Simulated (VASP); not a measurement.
# PbO (P4/nmm) in VASP: single point with r2SCAN

Aim: the single point of PbO with r2SCAN.

All numbers are computed with VASP 6.6.1; they aren't measurements. Logs are shortened: lines on timing, memory, paths and dates and some standing lists are left out, and cuts for length are marked.

## Step 1: The cell of the first run

It takes space group P4/nmm (No. 129, tetragonal). Conventional cell: a = 3.980 Å, b = 3.980 Å, c = 5.059 Å, α = 90.00°, β = 90.00°, γ = 90.00°. Pb (site symmetry 4mm) has 4 O at 2.32 Å within 3.1 Å. Within 3.1 Å of O (site symmetry -4m2) lie 4 Pb at 2.32 Å and 4 O at 2.81 Å.

## Step 2: Single point, r2SCAN (uniaxial z strain +1.2%)

Contents of POSCAR:

```
PbO
1.0
    3.9804039067      0.0000000000      0.0000000000
    0.0000000000      3.9804039067      0.0000000000
    0.0000000000      0.0000000000      5.0594237335
Pb O
2 2
Direct
    0.0000000000      0.5000000000      0.2341924403
    0.5000000000      0.0000000000      0.7658075597
    0.0000000000      0.0000000000      0.0000000000
    0.5000000000      0.5000000000      0.0000000000
```

Contents of INCAR.step1:

```
SYSTEM = PbO
  ALGO = Normal
  EDIFF = 1E-5
  ENCUT = 910
  GGA = PE
  GGA_COMPAT = .FALSE.
  ISMEAR = 0
  LASPH = .TRUE.
  LCHARG = .FALSE.
  LREAL = .FALSE.
  LWAVE = .TRUE.
  NBANDS = 28
  NELM = 120
  PREC = Accurate
  SIGMA = 0.01
```

Contents of INCAR.step2:

```
SYSTEM = PbO
  ALGO = Normal
  EDIFF = 1E-6
  ENCUT = 910
  GGA_COMPAT = .FALSE.
  ISIF = 2
  ISMEAR = 0
  ISTART = 1
  LASPH = .TRUE.
  LCHARG = .FALSE.
  LMIXTAU = .TRUE.
  LREAL = .FALSE.
  LWAVE = .FALSE.
  METAGGA = R2SCAN
  NBANDS = 28
  NELM = 120
  PREC = Accurate
  SIGMA = 0.01
```

Contents of KPOINTS:

```
k-points
0
G
  6 6 6
  0 0 0
```

Potentials or basis: VASP PAW PBE potentials, release 64 (Pb_d, O_h).

Started as:

```
cat potpaw_PBE.64/Pb_d/POTCAR potpaw_PBE.64/O_h/POTCAR > POTCAR
cp INCAR.step1 INCAR
mpirun -np 1 vasp_std > vasp.out
cp INCAR.step2 INCAR
mpirun -np 1 vasp_std > vasp.out
```

OUTCAR:

```text
SYSTEM = PbO
   EDIFF = 1E-6
   ENCUT = 910
   ISIF = 2
   ISMEAR = 0
   ISTART = 1
   LASPH = .TRUE.
   LREAL = .FALSE.
   METAGGA = R2SCAN
   NELM = 120
   PREC = Accurate

 ion  position               nearest neighbor table
   1  0.000  0.500  0.234-   3 2.32   4 2.32   3 2.32   4 2.32   2 3.68   2 3.68   2 3.68   2 3.68
                             2 3.89   2 3.89   2 3.89   2 3.89
   2  0.500  0.000  0.766-   3 2.32   4 2.32   4 2.32   3 2.32   1 3.68   1 3.68   1 3.68   1 3.68
                             1 3.89   1 3.89   1 3.89   1 3.89
   3  0.000  0.000  0.000-   1 2.32   2 2.32   1 2.32   2 2.32
   4  0.500  0.500  0.000-   1 2.32   2 2.32   2 2.32   1 2.32

  LATTYP: Found a simple tetragonal cell.
 ALAT       =     3.9804039067
 C/A-ratio  =     1.2710829986

  Lattice vectors:

 A1 = (   3.9804039067,   0.0000000000,   0.0000000000)
 A2 = (   0.0000000000,   3.9804039067,   0.0000000000)
 A3 = (   0.0000000000,   0.0000000000,   5.0594237335)

Analysis of symmetry for initial positions (statically):
=====================================================================
 Subroutine PRICEL returns:
 Original cell was already a primitive cell.

 Routine SETGRP: Setting up the symmetry group for a
 simple tetragonal supercell.

 Subroutine GETGRP returns: Found 16 space group operations
 (whereof  8 operations were pure point group operations)
 out of a pool of 16 trial point group operations.

The static configuration has the point symmetry D_2d.
 The point group associated with its full space group is D_4h.

Analysis of symmetry for dynamics (positions and initial velocities):
=====================================================================
 Subroutine PRICEL returns:
 Original cell was already a primitive cell.

 Routine SETGRP: Setting up the symmetry group for a
 simple tetragonal supercell.

 Subroutine GETGRP returns: Found 16 space group operations
 (whereof  8 operations were pure point group operations)
 out of a pool of 16 trial point group operations.

The dynamic configuration has the point symmetry D_2d.
 The point group associated with its full space group is D_4h.

 Subroutine INISYM returns: Found 16 space group operations
 (whereof  8 operations are pure point group operations),
 and found     1 'primitive' translations

[... 97 lines left out ...]
   NELM   =    120;   NELMIN=  2; NELMDL=  0     # of ELM steps
   EDIFF  = 0.1E-05   stopping-criterion for ELM
   LREAL  =      F    real-space projection
   EDIFFG = 0.1E-04   stopping-criterion for IOM
   NSW    =      0    number of steps for IOM
   IBRION =     -1    ionic relax: 0-MD 1-quasi-New 2-CG
   NFREE  =      0    steps in history (QN), initial steepest desc. (CG)
   ISIF   =      2    stress and relaxation
   ISYM   =      2    0-nonsym 1-usesym 2-fastsym
   POTIM  = 0.5000    time-step for ionic-motion
   TEBEG  =    0.0;   TEEND  =   0.0 temperature during run
   PSTRESS=    0.0 pullay stress
   NELECT =      40.0000    total number of electrons
   NUPDOWN=      -1.0000    fix difference up-down
   EMIN   =  10.00;   EMAX   =-10.00  energy-range for DOS
   EFERMI =   0.00;   METHOD = LEGACY
   ISMEAR =     0;   SIGMA  =   0.01  broadening in eV -4-tet -1-fermi 0-gaus
   EFERMI_NEDOS =   21; number of points for ismear=-14 and -15
   IALGO  =     38    algorithm
   IMIX   =      4    mixing-type and parameters
     AMIX     =   0.40;   BMIX     =  1.00
     AMIX_MAG =   1.60;   BMIX_MAG =  1.00
  volume/ion in A,a.u.               =      20.04       135.24
  Fermi-wavevector in a.u.,A,eV,Ry     =   1.298503  2.453815 22.940929  1.686111
  Thomas-Fermi vector in A             =   2.429827
   LORBIT       =      0    0 simple, 1 ext, 2 COOP (PROOUT), +10 PAW based schemes
   METAGGA = R2SCAN    functional components
   LHFCALC =     F    Hartree Fock is set to
   AEXX    =    0.0000 exact exchange contribution
   IVDW    =     0    specifies the selected vdW correction
   LEPSILON=     F    determine dielectric tensor
   LRPA    =     F    only Hartree local field effects (RPA)
 non-spin polarized calculation
 Gauss-broadening in eV      SIGMA  =   0.01
  energy-cutoff  :      910.00
  volume of cell :       80.16
 maximum number of plane-waves:      5028
 NGX is ok and might be reduce to    40
   NGX = 19   NGY = 19   NGZ = 25

 number of electron      40.0000010 magnetization

 Free energy of the ion-electron system (eV)
  ---------------------------------------------------
  ext. energy  EPLUGINS =         0.00000000
  ---------------------------------------------------
  free energy    TOTEN  =      -129.52285399 eV

  energy without entropy =     -129.52285399  energy(sigma->0) =     -129.52285399

 E-fermi :   5.1106     XC(G=0): -10.4009

 val. band max:        5.0243933045   @ k =   0.0000   0.0000   0.0000
 cond. band min:       6.6073844281   @ k =   0.5000   0.5000   0.0000
 fundamental gap:      1.5829911236
 Fermi energy:         5.1105794898

 k-point     1 :       0.0000    0.0000    0.0000
  band No.  band energies     occupation
      1     -14.4387      2.00000
      2     -13.8114      2.00000
      3     -11.5227      2.00000
      4     -11.5227      2.00000
      5     -11.4523      2.00000
      6     -11.4515      2.00000
[... 733 lines left out ...]
     27      15.2472      0.00000
     28      15.2472      0.00000

 [... further k-points ...]

------------------------ aborting loop because EDIFF is reached ----------------------------------------

  FORCE on cell =-STRESS in cart. coord.  units (eV):
  Direction    XX          YY          ZZ          XY          YZ          ZX
  --------------------------------------------------------------------------------------
  -------------------------------------------------------------------------------------
  Total        0.7122485      0.7122485      0.6374363      0.0000000      0.0000000      0.0000000
  in kB       14.2359609     14.2359609     12.7406627      0.0000000      0.0000000      0.0000000
  external PRESSURE =      13.7375281 kB  Pullay stress =       0.0000000 kB

 VOLUME and BASIS-vectors are now :
 -----------------------------------------------------------------------------
  energy-cutoff  :      910.00
  volume of cell :       80.16
      direct lattice vectors                 reciprocal lattice vectors
     3.980403907  0.000000000  0.000000000     0.251230785  0.000000000  0.000000000
     0.000000000  3.980403907  0.000000000     0.000000000  0.251230785  0.000000000
     0.000000000  0.000000000  5.059423734     0.000000000  0.000000000  0.197650968

 POSITION                                       TOTAL-FORCE (eV/Angst)
 -----------------------------------------------------------------------------------
      0.00000      1.99020      1.18488         0.000000      0.000000      0.087576
      1.99020      0.00000      3.87454        -0.000000      0.000000     -0.087576
      0.00000      0.00000      0.00000         0.000000     -0.000000      0.000000
      1.99020      1.99020      0.00000        -0.000000      0.000000      0.000000
 -----------------------------------------------------------------------------------
    total drift:                               -0.000000      0.000000     -0.000000

  FREE ENERGIE OF THE ION-ELECTRON SYSTEM (eV)
  ---------------------------------------------------
  free  energy   TOTEN  =      -129.5228539854 eV

  energy  without entropy=     -129.5228539854  energy(sigma->0) =     -129.52285399
```

OUTCAR.step1:

```text
SYSTEM = PbO
   EDIFF = 1E-5
   ENCUT = 910
   GGA = PE
   ISMEAR = 0
   LASPH = .TRUE.
   LREAL = .FALSE.
   NELM = 120
[... 976 lines left out ...]
      1.99020      0.00000      3.87454         0.000000      0.000000     -0.398035
      0.00000      0.00000      0.00000         0.000000     -0.000000      0.000000
      1.99020      1.99020      0.00000        -0.000000      0.000000      0.000000
 -----------------------------------------------------------------------------------
    total drift:                               -0.000000      0.000000     -0.000000

  FREE ENERGIE OF THE ION-ELECTRON SYSTEM (eV)
  ---------------------------------------------------
  free  energy   TOTEN  =       -21.4427515766 eV

  energy  without entropy=      -21.4427515766  energy(sigma->0) =      -21.44275158
```

OSZICAR.step1:

```text
N       E                     dE             d eps       ncg     rms          rms(c)
DAV:   1     0.569199608537E+03    0.56920E+03   -0.26894E+04  2240   0.250E+03
DAV:   2     0.865132854124E+02   -0.48269E+03   -0.46655E+03  2256   0.579E+02
DAV:   3    -0.165462411732E+02   -0.10306E+03   -0.98295E+02  3380   0.219E+02
DAV:   4    -0.258643399585E+02   -0.93181E+01   -0.92439E+01  2956   0.613E+01
DAV:   5    -0.260620211970E+02   -0.19768E+00   -0.19755E+00  2532   0.998E+00    0.126E+01
DAV:   6    -0.215925245788E+02    0.44695E+01   -0.23035E+01  3548   0.385E+01    0.546E+00
DAV:   7    -0.214722614859E+02    0.12026E+00   -0.27447E+00  2740   0.116E+01    0.262E+00
DAV:   8    -0.214536196584E+02    0.18642E-01   -0.57601E-01  2512   0.533E+00    0.964E-01
DAV:   9    -0.214415229554E+02    0.12097E-01   -0.57858E-02  3540   0.216E+00    0.323E-01
DAV:  10    -0.214426157243E+02   -0.10928E-02   -0.13182E-02  2440   0.728E-01    0.630E-02
DAV:  11    -0.214428104202E+02   -0.19470E-03   -0.12580E-03  3188   0.218E-01    0.716E-02
DAV:  12    -0.214427562649E+02    0.54155E-04   -0.16742E-04  2776   0.117E-01    0.231E-02
DAV:  13    -0.214427515766E+02    0.46883E-05   -0.22894E-05  2320   0.344E-02
   1 F= -.21442752E+02 E0= -.21442752E+02  d E =-.540995E-12
```

Run time: 6.8 min. Hardware: 1 thread of Intel Xeon Platinum 8488C (Sapphire Rapids), shared host; peak memory 0.4 GiB.

What came out:

```
Free energy            : -129.5229 eV
Pressure               : 1.4 GPa
Largest force          : 0.088 eV/Å
Band gap on the k mesh : 1.58 eV (least direct gap 2.70 eV)
```

Forces on the atoms (eV/Å):
```
Pb   0.000  0.000  0.088
Pb   0.000  0.000 -0.088
O    0.000  0.000  0.000
O    0.000  0.000  0.000
```

Caveat: the cell differs from its parent crystal (uniaxial z strain +1.2%); the cutoff is under 1.25 times the usual one of these potentials, so pressure, stress and relaxed cells hold a basis-set (Pulay) error; the PAW data sets were made with another functional, which shifts forces and pressure a little; spin-orbit coupling is left out, which moves the levels of the heavy elements. A k mesh can miss the band edges.
